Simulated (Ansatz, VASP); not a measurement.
## LiF: VASP beside Ansatz

POSCAR

```
LiF
1.0
    0.0000000000      2.0140017468      2.0140017468
    2.0140017468      0.0000000000      2.0140017468
    2.0140017468      2.0140017468      0.0000000000
Li F
1 1
Direct
    0.0000000000      0.0000000000      0.0000000000
    0.5000000000      0.5000000000      0.5000000000
```

The input INCAR.step1:

```
ALGO = Normal
EDIFF = 1E-5
ENCUT = 520
GGA = PE
ISIF = 2
ISMEAR = 0
LASPH = True
LCHARG = False
LREAL = False
LWAVE = True
NBANDS = 12
NELM = 100
PREC = Accurate
SIGMA = 0.05
```

The input INCAR.step2:

```
AEXX = 0.2
AGGAC = 0.81
AGGAX = 0.72
ALDAC = 0.19
ALGO = Normal
EDIFF = 1E-6
ENCUT = 520
GGA = B3
ISIF = 2
ISMEAR = 0
ISTART = 1
LASPH = True
LCHARG = False
LHFCALC = True
LREAL = False
LWAVE = False
NBANDS = 12
NELM = 100
PREC = Accurate
PRECFOCK = Normal
SIGMA = 0.05
```

The input KPOINTS:

```
k-points
0
Gamma
  6 6 6
```

Input for Ansatz:

```yaml
crystal:
  lattice:
    - [0.0, 2.0140017468, 2.0140017468]
    - [2.0140017468, 0.0, 2.0140017468]
    - [2.0140017468, 2.0140017468, 0.0]
  atoms:
    - { symbol: Li, position: [0.0, 0.0, 0.0] }
    - { symbol: F, position: [0.5, 0.5, 0.5] }
basis:
  ecutwfc: 420
  ecutrho_ratio: 4
kpoints:
  mp_grid: { grid: [6, 6, 6] }
hamiltonian:
  xc: b3lyp
scf:
  occupations: { method: gaussian, width: 0.05 }
  n_extra_bands: 9
output:
  forces: true
  stress: true
  eigenvalues: true
  populations: true
  dos: { projected: true, de: 0.02 }
  write_density: true
  write_potential: true
  elf: true
  volumetric_format: npy
```

Alike in both runs: task single point; functional B3LYP; k mesh 6 × 6 × 6; occupations gaussian, width 0.05 eV; no spin polarisation.

```csv
,VASP,Ansatz
version,VASP 6.6.1,Ansatz 0.2.0
potentials or method,"VASP PAW PBE potentials, release 64 (Li_sv, F), cutoff 520 eV","scalar-relativistic, plane waves, PAW"
valence electrons in the cell,10,10
```

```csv
,VASP,Ansatz,Ansatz less VASP
gap on the k mesh at the Fermi level (eV),11.71,11.70,-0.015
least direct gap on the mesh (eV),11.71,11.70,-0.015
```

VASP's potentials were made for PBE, not for B3LYP. With one functional, cell and mesh, what is left measures potentials, basis and numerics. Ansatz's warnings: stress exchange threshold loose, stress scf threshold loose.

The k mesh is coarse, so the values compare programs but aren't converged. Noted on VASP's run: the cutoff is short for stress, so the pressure is rough.
